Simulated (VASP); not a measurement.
# Si (P6_3/mmc) in VASP: notebook

Runs on Si. Level: LDA. Tasks: single point, relaxation of the atoms.

Program: VASP 6.6.1. These are calculated values, not measurements. Logs are shortened: lines on timing, memory, paths and dates and some standing lists are left out, and cuts for length are marked.

### 1 The cell of the first run

Symmetry: P6_3/mmc, No. 194, hexagonal system. Conventional cell: a = 3.821 Å, b = 3.821 Å, c = 6.278 Å, α = 90.00°, β = 90.00°, γ = 120.00°. Si (site symmetry 3m) has 4 Si at 2.34 to 2.35 Å within 3.1 Å.

This isn't the form of Si at room conditions, which is diamond.

### 2 Single point, LDA

File INCAR:

```
  ALGO = Normal
  EDIFF = 1E-6
  ENCUT = 520
  GGA = CA
  ISIF = 2
  ISMEAR = 0
  LASPH = T
  LCHARG = T
  LELF = T
  LREAL = F
  LVHAR = T
  LWAVE = F
  NBANDS = 16
  NELM = 60
  PREC = Accurate
  SIGMA = 0.01
```

File KPOINTS:

```
k-points
0
Gamma
  9 9 6
```

File POSCAR:

```
Si
1.0
    3.8211964665      0.0000000000      0.0000000000
   -1.9105982332      3.3092532128      0.0000000000
    0.0000000000      0.0000000000      6.2775371897
Si
4
Direct
    0.3333333333      0.6666666667     -0.0004288528
    0.6666666667      0.3333333333      0.4995711472
    0.3333333333      0.6666666667      0.3744288528
    0.6666666667      0.3333333333      0.8744288528
```

Potentials or basis: VASP PAW LDA potentials, release 64 (Si).

The run is started by

```
$ cat potpaw_LDA.64/Si/POTCAR > POTCAR
$ mpirun -np 1 vasp_std > vasp.out
```

OUTCAR:

```text
EDIFF = 1E-6
   ENCUT = 520
   GGA = CA
   ISIF = 2
   ISMEAR = 0
   LASPH = T
   LREAL = F
   NELM = 60
   PREC = Accurate

 ion  position               nearest neighbor table
   1  0.333  0.667  1.000-   4 2.34   4 2.34   4 2.34   3 2.35
   2  0.667  0.333  0.500-   3 2.34   3 2.34   3 2.34   4 2.35
   3  0.333  0.667  0.374-   2 2.34   2 2.34   2 2.34   1 2.35
   4  0.667  0.333  0.874-   1 2.34   1 2.34   1 2.34   2 2.35

  LATTYP: Found a hexagonal cell.
 ALAT       =     3.8211964665
 C/A-ratio  =     1.6428197934

  Lattice vectors:

 A1 = (   3.8211964665,   0.0000000000,   0.0000000000)
 A2 = (  -1.9105982332,   3.3092532128,   0.0000000000)
 A3 = (   0.0000000000,   0.0000000000,   6.2775371897)

Analysis of symmetry for initial positions (statically):
=====================================================================
 Subroutine PRICEL returns:
 Original cell was already a primitive cell.

 Routine SETGRP: Setting up the symmetry group for a
 hexagonal supercell.

 Subroutine GETGRP returns: Found 24 space group operations
 (whereof  6 operations were pure point group operations)
 out of a pool of 24 trial point group operations.

The static configuration has the point symmetry C_3v.
 The point group associated with its full space group is D_6h.

Analysis of symmetry for dynamics (positions and initial velocities):
=====================================================================
 Subroutine PRICEL returns:
 Original cell was already a primitive cell.

 Routine SETGRP: Setting up the symmetry group for a
 hexagonal supercell.

 Subroutine GETGRP returns: Found 24 space group operations
 (whereof  6 operations were pure point group operations)
 out of a pool of 24 trial point group operations.

The dynamic configuration has the point symmetry C_3v.
 The point group associated with its full space group is D_6h.

 Subroutine INISYM returns: Found 24 space group operations
 (whereof  6 operations are pure point group operations),
 and found     1 'primitive' translations

----------------------------------------------------------------------------------------

                                     Primitive cell

  volume of cell :      79.3814

  direct lattice vectors                    reciprocal lattice vectors
     3.821196466  0.000000000  0.000000000     0.261698138  0.151091490  0.000000000
    -1.910598233  3.309253213  0.000000000     0.000000000  0.302182981  0.000000000
     0.000000000  0.000000000  6.277537190     0.000000000  0.000000000  0.159298140

  length of vectors
     3.821196466  3.821196466  6.277537190     0.302182981  0.302182981  0.159298140

  position of ions in fractional coordinates (direct lattice)
     0.333333333  0.666666667  0.999571147
     0.666666667  0.333333333  0.499571147
     0.333333333  0.666666667  0.374428853
     0.666666667  0.333333333  0.874428853

  ion indices of the primitive-cell ions
   primitive index   ion index
                 1           1
                 2           2
                 3           3
                 4           4

----------------------------------------------------------------------------------------

 KPOINTS: k-points

Automatic generation of k-mesh.
 Grid dimensions read from file:
 generate k-points for:    9    9    6

 Generating k-lattice:

  Cartesian coordinates                     Fractional coordinates (reciprocal lattice)
     0.029077571  0.016787943  0.000000000     0.111111111 -0.000000000  0.000000000
     0.000000000  0.033575887  0.000000000     0.000000000  0.111111111  0.000000000
     0.000000000  0.000000000  0.026549690     0.000000000  0.000000000  0.166666667

  Length of vectors
     0.033575887  0.033575887  0.026549690

  Shift w.r.t. Gamma in fractional coordinates (k-lattice)
     0.000000000  0.000000000  0.000000000

 Subroutine IBZKPT returns following result:
 ===========================================

 Found     48 irreducible k-points:

 Following reciprocal coordinates:
            Coordinates               Weight
  0.000000  0.000000  0.000000      1.000000
  0.111111  0.000000  0.000000      6.000000
  0.222222  0.000000  0.000000      6.000000
  0.333333  0.000000  0.000000      6.000000
  0.444444  0.000000  0.000000      6.000000
  0.111111  0.111111  0.000000      6.000000
[... 16 lines left out ...]
  0.333333  0.222222  0.166667     24.000000
  0.333333  0.333333  0.166667      4.000000
 [... further k-points ...]
   k-points           NKPTS =     48   k-points in BZ     NKDIM =     48   number of bands    NBANDS=     16
   number of dos      NEDOS =    301   number of ions     NIONS =      4
   total plane-waves  NPLWV =  37632
   dimension x,y,z NGX =    28 NGY =   28 NGZ =   48
   dimension x,y,z NGXF=    56 NGYF=   56 NGZF=   96
   ions per type =               4
   NGX,Y,Z   is equivalent  to a cutoff of  12.18, 12.18, 12.71 a.u.
   NGXF,Y,Z  is equivalent  to a cutoff of  24.36, 24.36, 25.42 a.u.
 SYSTEM =  unknown system
   PREC   = accura    normal or accurate (medium, high low for compatibility)
   ISTART =      0    job   : 0-new  1-cont  2-samecut
   ICHARG =      2    charge: 1-file 2-atom 10-const
   ISPIN  =      1    spin polarized calculation?
   LNONCOLLINEAR =      F non collinear calculations
   LSORBIT =      F    spin-orbit coupling
   LASPH  =      T    aspherical Exc in radial PAW
   ENCUT  =  520.0 eV  38.22 Ry    6.18 a.u.   7.10  7.10 11.67*2*pi/ulx,y,z
   NELM   =     60;   NELMIN=  2; NELMDL= -5     # of ELM steps
   EDIFF  = 0.1E-05   stopping-criterion for ELM
   LREAL  =      F    real-space projection
   EDIFFG = 0.1E-04   stopping-criterion for IOM
   NSW    =      0    number of steps for IOM
   IBRION =     -1    ionic relax: 0-MD 1-quasi-New 2-CG
   NFREE  =      0    steps in history (QN), initial steepest desc. (CG)
   ISIF   =      2    stress and relaxation
   ISYM   =      2    0-nonsym 1-usesym 2-fastsym
   POTIM  = 0.5000    time-step for ionic-motion
   TEBEG  =    0.0;   TEEND  =   0.0 temperature during run
   PSTRESS=    0.0 pullay stress
   NELECT =      16.0000    total number of electrons
   NUPDOWN=      -1.0000    fix difference up-down
   EMIN   =  10.00;   EMAX   =-10.00  energy-range for DOS
   EFERMI =   0.00;   METHOD = LEGACY
   ISMEAR =     0;   SIGMA  =   0.01  broadening in eV -4-tet -1-fermi 0-gaus
   EFERMI_NEDOS =   21; number of points for ismear=-14 and -15
   IALGO  =     38    algorithm
   IMIX   =      4    mixing-type and parameters
     AMIX     =   0.40;   BMIX     =  1.00
     AMIX_MAG =   1.60;   BMIX_MAG =  1.00
  volume/ion in A,a.u.               =      19.85       133.92
  Fermi-wavevector in a.u.,A,eV,Ry     =   0.959862  1.813875 12.535513  0.921334
  Thomas-Fermi vector in A             =   2.089095
   LORBIT       =      0    0 simple, 1 ext, 2 COOP (PROOUT), +10 PAW based schemes
   GGA     = CA    functional components
   LHFCALC =     F    Hartree Fock is set to
   AEXX    =    0.0000 exact exchange contribution
   IVDW    =     0    specifies the selected vdW correction
   LEPSILON=     F    determine dielectric tensor
   LRPA    =     F    only Hartree local field effects (RPA)
 non-spin polarized calculation
 Gauss-broadening in eV      SIGMA  =   0.01
  energy-cutoff  :      520.00
  volume of cell :       79.38
 maximum number of plane-waves:      2154
   NGX = 15   NGY = 15   NGZ = 23

 number of electron      15.9999998 magnetization

 Free energy of the ion-electron system (eV)
  ---------------------------------------------------
  ext. energy  EPLUGINS =         0.00000000
  ---------------------------------------------------
  free energy    TOTEN  =       -23.79573161 eV

  energy without entropy =      -23.79573161  energy(sigma->0) =      -23.79573161

 E-fermi :   6.1912     XC(G=0):  -9.6341

 val. band max:        6.1052892699   @ k =   0.0000   0.0000   0.0000
 cond. band min:       6.4101431522   @ k =   0.4444   0.0000   0.0000
 fundamental gap:      0.3048538823
 Fermi energy:         6.1912348552

 k-point     1 :       0.0000    0.0000    0.0000
  band No.  band energies     occupation
      1      -6.1728      2.00000
      2      -3.8169      2.00000
      3      -1.1766      2.00000
      4       4.5459      2.00000
      5       4.5459      2.00000
      6       5.7993      2.00000
[... 8 lines left out ...]
     15      10.2602      0.00000
     16      11.9904      0.00000

 k-point     2 :       0.1111    0.0000    0.0000
  band No.  band energies     occupation
      1      -6.0282      2.00000
      2      -3.6697      2.00000
      3      -1.0989      2.00000
      4       3.4489      2.00000
      5       4.2588      2.00000
      6       5.1015      2.00000
[... 8 lines left out ...]
     15      10.8581      0.00000
     16      11.1825      0.00000

 k-point     3 :       0.2222    0.0000    0.0000
  band No.  band energies     occupation
      1      -5.6015      2.00000
      2      -3.2340      2.00000
      3      -0.9688      2.00000
      4       1.9008      2.00000
      5       3.3767      2.00000
      6       3.7207      2.00000
[... 8 lines left out ...]
     15      11.8768      0.00000
     16      12.1325      0.00000

 k-point     4 :       0.3333    0.0000    0.0000
  band No.  band energies     occupation
      1      -4.9243      2.00000
      2      -2.5366      2.00000
      3      -1.2933      2.00000
      4       1.1124      2.00000
      5       1.7055      2.00000
      6       3.2703      2.00000
[... 8 lines left out ...]
     15      13.0001      0.00000
     16      13.1386      0.00000
[... 324 lines left out ...]
 k-point    22 :       0.2222    0.2222    0.1667
  band No.  band energies     occupation
      1      -4.4382      2.00000
      2      -2.5638      2.00000
      3      -1.1737      2.00000
      4       1.0257      2.00000
      5       1.7544      2.00000
      6       1.8719      2.00000
[... 8 lines left out ...]
     15      11.6466      0.00000
     16      12.4005      0.00000

 k-point    23 :       0.3333    0.2222    0.1667
  band No.  band energies     occupation
      1      -3.6574      2.00000
      2      -2.3763      2.00000
      3      -1.3933      2.00000
      4      -0.0105      2.00000
      5       1.2891      2.00000
      6       2.2875      2.00000
[... 8 lines left out ...]
     15      12.7060      0.00000
     16      13.4876      0.00000

 k-point    24 :       0.3333    0.3333    0.1667
  band No.  band energies     occupation
      1      -2.9319      2.00000
      2      -2.9319      2.00000
      3      -0.7157      2.00000
      4      -0.7157      2.00000
      5       0.8987      2.00000
      6       2.5172      2.00000
[... 8 lines left out ...]
     15      13.0987      0.00000
     16      13.3175      0.00000

 [... further k-points ...]

------------------------ aborting loop because EDIFF is reached ----------------------------------------

  FORCE on cell =-STRESS in cart. coord.  units (eV):
  Direction    XX          YY          ZZ          XY          YZ          ZX
  --------------------------------------------------------------------------------------
  -------------------------------------------------------------------------------------
  Total       -0.5411023     -0.5411023      0.0303459     -0.0000000     -0.0000000      0.0000000
  in kB      -10.9212241    -10.9212241      0.6124796     -0.0000000     -0.0000000      0.0000000
  external PRESSURE =      -7.0766562 kB  Pullay stress =       0.0000000 kB

 VOLUME and BASIS-vectors are now :
 -----------------------------------------------------------------------------
  energy-cutoff  :      520.00
  volume of cell :       79.38
      direct lattice vectors                 reciprocal lattice vectors
     3.821196466  0.000000000  0.000000000     0.261698138  0.151091490  0.000000000
    -1.910598233  3.309253213  0.000000000     0.000000000  0.302182981  0.000000000
     0.000000000  0.000000000  6.277537190     0.000000000  0.000000000  0.159298140

 POSITION                                       TOTAL-FORCE (eV/Angst)
 -----------------------------------------------------------------------------------
     -0.00000      2.20617      6.27485         0.000000     -0.000000     -0.001313
      1.91060      1.10308      3.13608        -0.000000      0.000000     -0.001313
     -0.00000      2.20617      2.35049         0.000000     -0.000000      0.001313
      1.91060      1.10308      5.48926        -0.000000      0.000000      0.001313
 -----------------------------------------------------------------------------------
    total drift:                               -0.000000      0.000000      0.000002

  FREE ENERGIE OF THE ION-ELECTRON SYSTEM (eV)
  ---------------------------------------------------
  free  energy   TOTEN  =       -23.7957316121 eV

  energy  without entropy=      -23.7957316121  energy(sigma->0) =      -23.79573161
```

It took 23 s on 1 thread of Intel Xeon Platinum 8559C (Emerald Rapids), shared host; peak memory 0.17 GiB.

Results:

```yaml
Free_energy: -23.7957 eV
Pressure: -0.7 GPa
Band_gap_on_the_k_mesh: 0.30 eV (least direct gap 0.91 eV)
```

Stress tensor (GPa, compression positive):
```
-1.09  0.00  0.00
 0.00 -1.09  0.00
 0.00  0.00  0.06
```

Levels at points of the mesh, in eV from the valence-band top:
```csv
k point,band 4,band 5,band 6,band 7,band 8,band 9,band 10,band 11,band 12,band 13
"(0.00, 0.00, 0.00)",-1.56,-1.56,-0.31,0.00,0.00,0.91,1.94,1.94,2.41,3.50
"(0.00, 0.00, 0.50)",-4.23,-0.95,-0.95,-0.95,-0.95,1.71,1.71,2.93,2.93,2.93
```

Caveat: semilocal functionals underestimate gaps, and a narrow one can read as zero.

### 3 Single point, LDA

File INCAR:

```
SYSTEM = Si
  ALGO = Normal
  EDIFF = 1E-6
  ENCUT = 520
  GGA = CA
  ISIF = 2
  ISMEAR = 0
  LASPH = .True.
  LCHARG = .False.
  LREAL = .False.
  LWAVE = .False.
  NBANDS = 16
  NELM = 100
  PREC = Accurate
  SIGMA = 0.01
```

File KPOINTS:

```
k-points
0
Gamma
  9 9 6
  0 0 0
```

POSCAR is that of step 2.

Potentials or basis: VASP PAW LDA potentials, release 64 (Si).

The run is started by

```
$ cat potpaw_LDA.64/Si/POTCAR > POTCAR
$ mpirun -np 1 vasp_std > vasp.out
```

It took 22 s on 1 thread of Intel Xeon Platinum 8559C (Emerald Rapids), shared host; peak memory 0.17 GiB.

The run converged. Its results:

```yaml
Free_energy: -23.7957 eV
Pressure: -0.7 GPa
Band_gap_on_the_k_mesh: 0.30 eV (least direct gap 0.91 eV)
```

Stress tensor (GPa, compression positive):
```
-1.09  0.00  0.00
 0.00 -1.09  0.00
 0.00  0.00  0.06
```

Levels at points of the mesh, in eV from the valence-band top:
```tsv
k point	band 5	band 6	band 7	band 8	band 9	band 10	band 11	band 12
(0.00, 0.00, 0.00)	-1.56	-0.31	0.00	0.00	0.91	1.94	1.94	2.41
(0.00, 0.00, 0.50)	-0.95	-0.95	-0.95	-0.95	1.71	1.71	2.93	2.93
```

Caveat: semilocal functionals underestimate gaps, and a narrow one can read as zero. A k mesh can miss the band edges.

### 4 Relaxation of the atoms, LDA (strained cell)

File INCAR:

```
  PREC = Accurate
  ENCUT = 520
  EDIFF = 1E-7
  ISMEAR = 0
  SIGMA = 0.02
  LREAL = False
  LASPH = True
  NELM = 60
  ALGO = Normal
  ISIF = 2
  LWAVE = False
  LCHARG = False
  GGA = CA
  IBRION = 2
  NSW = 60
  EDIFFG = -0.002
```

File KPOINTS:

```
Automatic mesh
0
Gamma
  9 9 6
```

File POSCAR:

```
Si
1.0
    3.8211964665      0.0000000000      0.0000000000
   -1.9105982332      3.3092532128      0.0000000000
    0.0000000000      0.0000000000      6.2695418345
Si
4
Direct
    0.3333333333      0.6666666667      0.0000170854
    0.6666666667      0.3333333333      0.5000170854
    0.3333333333      0.6666666667      0.3739829146
    0.6666666667      0.3333333333      0.8739829146
```

The run is started by

```
$ cat potpaw_LDA.64/Si/POTCAR > POTCAR
$ mpirun -np 1 vasp_std > vasp.out
```

It took 33 s on 1 thread of Intel Xeon Platinum 8559C (Emerald Rapids), shared host; peak memory 0.17 GiB.

The run converged. Its results:

| Item | Value |
| --- | --- |
| Free energy | -23.7956 eV |
| Energy gained by relaxing | 0.2 meV/atom |
| Ionic steps | 3 |
| Pressure after relaxing | -0.6 GPa |
| Band gap on the k mesh | 0.30 eV (least direct gap 0.90 eV) |

Stress tensor (GPa, compression positive):
```
-1.05  0.00  0.00
 0.00 -1.05  0.00
 0.00  0.00  0.33
```

Step by step:
| step | energy change (eV) | largest force (eV/Å) | pressure (GPa) |
| --- | --- | --- | --- |
| 1 | 0.0000 | 0.0897 | -0.59 |
| 2 | -0.0006 | 0.0254 | -0.59 |
| 3 | -0.0006 | 0.0002 | -0.59 |

Final structure:
```
CELL_PARAMETERS angstrom
3.82120 0.00000 0.00000
-1.91060 3.30925 0.00000
0.00000 0.00000 6.26954
ATOMIC_POSITIONS crystal
Si 0.33333 0.66667 0.99948
Si 0.66667 0.33333 0.49948
Si 0.33333 0.66667 0.37452
Si 0.66667 0.33333 0.87452
```

Levels at points of the mesh, in eV from the valence-band top:
| k point | band 4 | band 5 | band 6 | band 7 | band 8 | band 9 | band 10 | band 11 | band 12 |
| --- | --- | --- | --- | --- | --- | --- | --- | --- | --- |
| (0.00, 0.00, 0.00) | -1.57 | -1.57 | -0.30 | 0.00 | 0.00 | 0.90 | 1.93 | 1.93 | 2.44 |
| (0.00, 0.00, 0.50) | -4.22 | -0.96 | -0.96 | -0.96 | -0.96 | 1.70 | 1.70 | 2.93 | 2.93 |

Caveat: the cell differs from its parent crystal (strained cell); semilocal functionals underestimate gaps, and a narrow one can read as zero. A k mesh can miss the band edges.
